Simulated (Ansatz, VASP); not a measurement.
# In: VASP beside Ansatz

```xyz
3
Lattice="5.6508 0.0000 0.0000 -2.8254 4.8937 0.0000 0.0000 0.0000 3.5088" Properties=species:S:1:pos:R:3 pbc="T T T"
In    0.0000    0.0000    0.0000
In    0.0000    3.2625    1.7544
In    2.8254    1.6312    1.7544
```

Alike in both runs: task single point; functional revPBE; k mesh 8 × 8 × 11; occupations fermi-dirac, width 0.1 eV; no spin polarisation.

```csv
,VASP,Ansatz
version,VASP 6.6.1,Ansatz 0.2.0
potentials or method,"VASP PAW PBE potentials, release 64 (In_d), cutoff 520 eV","plane waves (420 eV) with PAW, scalar-relativistic"
valence electrons in the cell,39,39
```

```tsv
	VASP	Ansatz	Ansatz less VASP
pressure (GPa)	-2.4	-2.4	+0.02
traceless stress, the component that is largest in VASP (GPa)	-0.14	-0.14	+0.004
```

VASP's potentials were made for PBE, not for revPBE. With one functional, cell and mesh, what is left measures potentials, basis and numerics.
